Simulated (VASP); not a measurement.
A run of VASP 6.6.1 is set up as follows.

File POSCAR:

```
C
1.0
    0.0000000000      1.5883417779      1.5883417779
    1.5883417779      0.0000000000      1.5883417779
    1.5883417779      1.5883417779      0.0000000000
C
1
Direct
    0.0000000000      0.0000000000      0.0000000000
```

INCAR.step1

```
ALGO = Normal ; EDIFF = 1E-4
ENCUT = 520 ; GGA = PE
ISMEAR = -1 ; LASPH = T
LCHARG = F ; LREAL = F
LWAVE = T ; NBANDS = 8
NELM = 60 ; PREC = Accurate
SIGMA = 0.1
```

INCAR.step2

```
ALGO = Normal ; EDIFF = 1E-7
ENCUT = 520 ; ISIF = 2
ISMEAR = -1 ; ISTART = 1
LASPH = T ; LCHARG = F
LMIXTAU = T ; LREAL = F
LWAVE = F ; METAGGA = R2SCAN
NBANDS = 8 ; NELM = 60
PREC = Accurate ; SIGMA = 0.1
```

KPOINTS

```
k-points
0
Gamma
  20 20 20
```

Potentials or basis: VASP PAW PBE potentials, release 64 (C).

Launch:

```console
$ cat potpaw_PBE.64/C/POTCAR > POTCAR
$ cp INCAR.step1 INCAR
$ mpirun -np 1 vasp_std > vasp.out
$ cp INCAR.step2 INCAR
$ mpirun -np 1 vasp_std > vasp.out
```

**Question.** What does it give for the pressure?

**Answer.** -10.3 GPa.

**Question.** Predict the band gap on the k mesh.

**Answer.** Zero (bands 2 and 3 overlap by 11.10 eV).

Caveat: the cell stands under tension; the PAW data sets were made with another functional, which shifts forces and pressure a little.
